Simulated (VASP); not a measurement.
# Al16HO24 (a cell with a defect) in VASP: further runs, part 2 of 2

VASP 6.6.1.

### Step 3. Single point, PBEsol

File INCAR:

```
PREC = Accurate ; ENCUT = 520
EDIFF = 1E-6 ; ISMEAR = 0
SIGMA = 0.01 ; LREAL = Auto
LASPH = T ; NELM = 100
ALGO = Normal ; ISIF = 2
LWAVE = F ; LCHARG = T
GGA = PS ; LELF = T
LVHAR = T ; NELECT = 194.0
NBANDS = 122
```

File KPOINTS:

```
Automatic mesh
0
Gamma
  2 2 2
  0.5 0.5 0.5
```

File POSCAR:

```
Al16HO24
1.0
   -4.7738611789     -2.7561900367      4.3382851438
    4.7738611789     -2.7561900367      4.3382851438
    0.0000000000      5.5123800734      4.3382851438
Al O H
16 24 1
Direct
    0.1287989151      0.1287989151      0.1287989151
    0.6451769625      0.6474713408      0.1484616394
    0.6474713408      0.1484616394      0.6451769625
    0.1484616394      0.6451769625      0.6474713408
    0.3449858801      0.3449858801      0.3449858801
    0.8492331769      0.8509956514      0.3559697089
    0.8509956514      0.3559697089      0.8492331769
    0.3559697089      0.8492331769      0.8509956514
    0.6550141199      0.6550141199      0.6550141199
    0.1507668231      0.1490043486      0.6440302911
    0.1490043486      0.6440302911      0.1507668231
    0.6440302911      0.1507668231      0.1490043486
    0.8712010849      0.8712010849      0.8712010849
    0.3548230375      0.3525286592      0.8515383606
    0.3525286592      0.8515383606      0.3548230375
    0.8515383606      0.3548230375      0.3525286592
    0.4094358934      0.5954367252      0.7495585630
    0.8999319777      0.1068449780      0.7297653621
    0.9008475875      0.6005563180      0.2522214039
    0.4001716833      0.0945790184      0.2479750260
    0.4045632748      0.2504414370      0.5905641066
    0.9054209816      0.7520249740      0.5998283167
    0.8931550220      0.2702346379      0.1000680223
    0.3994436820      0.7477785961      0.0991524125
    0.5954367252      0.7495585630      0.4094358934
    0.0945790184      0.2479750260      0.4001716833
    0.1068449780      0.7297653621      0.8999319777
    0.6005563180      0.2522214039      0.9008475875
    0.7495585630      0.4094358934      0.5954367252
    0.2522214039      0.9008475875      0.6005563180
    0.2479750260      0.4001716833      0.0945790184
    0.7297653621      0.8999319777      0.1068449780
    0.2504414370      0.5905641066      0.4045632748
    0.7477785961      0.0991524125      0.3994436820
    0.7520249740      0.5998283167      0.9054209816
    0.2702346379      0.1000680223      0.8931550220
    0.5905641066      0.4045632748      0.2504414370
    0.1000680223      0.8931550220      0.2702346379
    0.0991524125      0.3994436820      0.7477785961
    0.5998283167      0.9054209816      0.7520249740
    0.0000000000      0.0000000000      0.0000000000
```

Potentials or basis: VASP PAW PBE potentials, release 64 (Al, O, H).

Run with:

```sh
cat potpaw_PBE.64/Al/POTCAR potpaw_PBE.64/O/POTCAR potpaw_PBE.64/H/POTCAR > POTCAR
mpirun -np 1 vasp_std > vasp.out
```

OUTCAR:

```text
PREC = Accurate
   ENCUT = 520
   EDIFF = 1E-6
   ISMEAR = 0
   LREAL = Auto
   LASPH = T
   NELM = 100
   ISIF = 2
   GGA = PS
   NELECT = 194.0

 ion  position               nearest neighbor table
   1  0.129  0.129  0.129-  41 1.68  36 1.88  38 1.88  23 1.88  31 2.13  26 2.13  20 2.13   5 2.81
                            14 2.87  15 2.87  16 2.87   6 3.13   7 3.13   8 3.13  13 3.35
   2  0.645  0.647  0.148-  37 1.85  35 1.85  24 1.86  32 1.90  19 1.98  25 2.01   6 2.67  15 2.79
                            16 2.79  13 2.87   8 3.20   7 3.23   5 3.26
   3  0.647  0.148  0.645-  21 1.85  40 1.85  34 1.86  18 1.90  28 1.98  29 2.01   7 2.67  16 2.79
                            14 2.79  13 2.87   6 3.20   8 3.23   5 3.26
   4  0.148  0.645  0.647-  33 1.85  22 1.85  39 1.86  27 1.90  30 1.98  17 2.01   8 2.67  15 2.79
                            14 2.79  13 2.87   7 3.20   6 3.23   5 3.26
   5  0.345  0.345  0.345-  21 1.87  37 1.87  33 1.87  31 1.93  26 1.93  20 1.93  10 2.75  12 2.75
                            11 2.75   1 2.81   2 3.26   4 3.26   3 3.26
   6  0.849  0.851  0.356-  38 1.85  22 1.86  34 1.87  19 1.95  25 1.97  32 1.99   2 2.67   9 2.75
                            12 2.83  11 2.83   1 3.13   3 3.20   4 3.23
   7  0.851  0.356  0.849-  23 1.85  35 1.86  39 1.87  28 1.95  29 1.97  18 1.99   3 2.67   9 2.75
                            12 2.83  10 2.83   1 3.13   4 3.20   2 3.23
[... 512 lines left out ...]
    108      15.9454      0.00000
    109      15.9645      0.00000
 [bands above 109 left out]

------------------------ aborting loop because EDIFF is reached ----------------------------------------

  FORCE on cell =-STRESS in cart. coord.  units (eV):
  Direction    XX          YY          ZZ          XY          YZ          ZX
  --------------------------------------------------------------------------------------
  -------------------------------------------------------------------------------------
  Total       23.2170823     23.2170823     10.1762566     -0.0000000      0.0000000     -0.0000000
  in kB      108.6100304    108.6100304     47.6047561     -0.0000000      0.0000000     -0.0000000
  external PRESSURE =      88.2749390 kB  Pullay stress =       0.0000000 kB

 VOLUME and BASIS-vectors are now :
 -----------------------------------------------------------------------------
  energy-cutoff  :      520.00
  volume of cell :      342.49
      direct lattice vectors                 reciprocal lattice vectors
    -4.773861179 -2.756190037  4.338285144    -0.104737021 -0.060469947  0.076835275
     4.773861179 -2.756190037  4.338285144     0.104737021 -0.060469947  0.076835275
     0.000000000  5.512380073  4.338285144     0.000000000  0.120939895  0.076835275

 POSITION                                       TOTAL-FORCE (eV/Angst)
 -----------------------------------------------------------------------------------
      0.00000      0.00000      1.67630        -0.000000     -0.000000      0.019635
      0.01095     -2.74441      6.25195         0.000340      0.010768      0.004775
     -2.38220      1.36272      6.25195         0.009155     -0.005678      0.004775
      2.37125      1.38169      6.25195        -0.009495     -0.005090      0.004775
      0.00000      0.00000      4.48994        -0.000000     -0.000000      0.011839
      0.00841     -2.72391      8.92038         0.008998     -0.002203     -0.001880
[... 33 lines left out ...]
      1.45886     -0.00331      9.79270        -0.014131     -0.002284      0.009878
      0.00000      0.00000      0.00000        -0.000000      0.000000      0.000000
 -----------------------------------------------------------------------------------
    total drift:                                0.000000      0.000000      0.000000

  FREE ENERGIE OF THE ION-ELECTRON SYSTEM (eV)
  ---------------------------------------------------
  free  energy   TOTEN  =      -304.9379813853 eV

  energy  without entropy=     -304.9379813853  energy(sigma->0) =     -304.93798139
```

OSZICAR:

```text
N       E                     dE             d eps       ncg     rms          rms(c)
DAV:   1     0.104402270855E+04    0.10440E+04   -0.10312E+05   488   0.152E+03
DAV:   2    -0.265814917576E+03   -0.13098E+04   -0.12820E+04   596   0.325E+02
DAV:   3    -0.334857801340E+03   -0.69043E+02   -0.68768E+02   592   0.795E+01
DAV:   4    -0.335605331294E+03   -0.74753E+00   -0.74573E+00   576   0.908E+00
DAV:   5    -0.335617421081E+03   -0.12090E-01   -0.12079E-01   568   0.110E+00    0.336E+01
DAV:   6    -0.305540017701E+03    0.30077E+02   -0.12742E+02   560   0.310E+01    0.123E+01
DAV:   7    -0.305143901518E+03    0.39612E+00   -0.26691E+00   568   0.467E+00    0.654E+00
DAV:   8    -0.304936583150E+03    0.20732E+00   -0.42987E-01   552   0.237E+00    0.153E+00
DAV:   9    -0.304937073223E+03   -0.49007E-03   -0.63440E-02   584   0.847E-01    0.645E-01
DAV:  10    -0.304937977502E+03   -0.90428E-03   -0.60266E-03   560   0.260E-01    0.245E-01
DAV:  11    -0.304937950156E+03    0.27346E-04   -0.14015E-03   568   0.148E-01    0.106E-01
DAV:  12    -0.304937979976E+03   -0.29820E-04   -0.18129E-04   584   0.548E-02    0.509E-02
DAV:  13    -0.304937982424E+03   -0.24485E-05   -0.94950E-05   560   0.350E-02    0.172E-02
DAV:  14    -0.304937981236E+03    0.11876E-05   -0.13126E-05   584   0.136E-02    0.505E-03
DAV:  15    -0.304937981385E+03   -0.14888E-06   -0.41671E-06   448   0.771E-03
   1 F= -.30493798E+03 E0= -.30493798E+03  d E =-.416339E-11
```

stdout:

```text
POSCAR found type information on POSCAR AlO H
 POSCAR found :  3 types and      41 ions
 scaLAPACK will be used
 -----------------------------------------------------------------------------
|                                                                             |
|                                                                             |
|     You enforced a specific xc type in the INCAR file but a different       |
|     I HOPE YOU KNOW WHAT YOU ARE DOING!                                     |
|                                                                             |
 -----------------------------------------------------------------------------

 LDA part: xc-table for (Slater+PW92), standard interpolation
 POSCAR, INCAR and KPOINTS ok, starting setup
 FFT: planning ... GRIDC
 FFT: planning ... GRID_SOFT
 FFT: planning ... GRID
 WAVECAR not read
 entering main loop
 the old and the new charge density differ
 old charge density:   193.00000 new  194.00000
    0.336E+01
```

Run time: 4.8 min. Hardware: 1 thread of Intel Xeon 8259CL, shared host; peak memory 0.4 GiB.

Results:

```yaml
Free_energy: -304.9380 eV
Largest_force: 0.020 eV/Å
```

Forces on the atoms (eV/Å):
```
Al   0.000  0.000  0.020
Al   0.000  0.011  0.005
Al   0.009 -0.006  0.005
Al  -0.009 -0.005  0.005
Al   0.000  0.000  0.012
Al   0.009 -0.002 -0.002
Al  -0.006 -0.007 -0.002
Al  -0.003  0.009 -0.002
Al   0.000  0.000 -0.012
Al  -0.009  0.002  0.002
Al   0.006  0.007  0.002
Al   0.003 -0.009  0.002
Al   0.000  0.000 -0.020
Al   0.000 -0.011 -0.005
Al  -0.009  0.006 -0.005
Al   0.009  0.005 -0.005
O    0.008  0.000 -0.001
O   -0.005  0.000 -0.001
O    0.006 -0.007  0.002
O    0.014  0.002 -0.010
O    0.004  0.007  0.001
O    0.005  0.013  0.010
O   -0.002 -0.004  0.001
O    0.009  0.001 -0.002
O   -0.004 -0.007 -0.001
O   -0.005 -0.013 -0.010
O    0.002  0.004 -0.001
O   -0.009 -0.001  0.002
O   -0.004  0.007 -0.001
O    0.003  0.008  0.002
O   -0.009  0.011 -0.010
O    0.003 -0.004 -0.001
O    0.004 -0.007  0.001
O   -0.003 -0.008 -0.002
O    0.009 -0.011  0.010
O   -0.003  0.004  0.001
O   -0.008  0.000  0.001
O    0.005  0.000  0.001
O   -0.006  0.007 -0.002
O   -0.014 -0.002  0.010
H    0.000  0.000  0.000
```

Caveat: the cell carries a net charge on a neutralising background, which shifts energy and pressure; the cell is charged against a uniform background, so pressure and absolute levels hang on convention; the PAW data sets were made with another functional, which shifts forces and pressure a little.
